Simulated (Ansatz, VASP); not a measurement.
## MnSe in VASP and in Ansatz

```xyz
2
Lattice="0.0000 2.5540 2.5540 2.5540 0.0000 2.5540 2.5540 2.5540 0.0000" Properties=species:S:1:pos:R:3 pbc="T T T"
Mn    0.0000    0.0000    0.0000
Se    2.5540    2.5540    2.5540
```

Alike in both runs: functional LDA; k mesh 14 × 14 × 14; occupations gaussian, width 0.2 eV; collinear spin.

Ansatz relaxed the structure, and its values are those at the end. VASP's run is a single point on that final structure, the one shown.

|  | VASP | Ansatz |
| --- | --- | --- |
| version | VASP 6.6.1 | Ansatz 0.2.0 |
| potentials or method | VASP PAW LDA potentials, release 64 (Mn_pv, Se), cutoff 520 eV | scalar-relativistic, plane waves, PAW |
| valence electrons in the cell | 19 | 31 |

Ansatz gave:

```
gap on the k mesh at the Fermi level (eV)                     : none
pressure (GPa)                                                : 0.0
net moment per atom (μB)                                      : 1.97
size of the moment on the site where the two differ most (μB) : 3.57
```

Q: Which values does VASP return?

A: gap on the k mesh at the Fermi level (eV): none; pressure (GPa): -0.7; net moment per atom (μB): 1.93; size of the moment on the site where the two differ most (μB): 3.56.

LDA's correlation is that of Perdew and Zunger in VASP and of Perdew and Wang (1992) in Ansatz. Site moments also hang on the region over which each program counts them. A gap of «none» marks a metal or a gap that the smearing closes. VASP's potentials hold 19 valence electrons a cell and Ansatz's 31, so a difference there can come from the potentials and not from the codes.
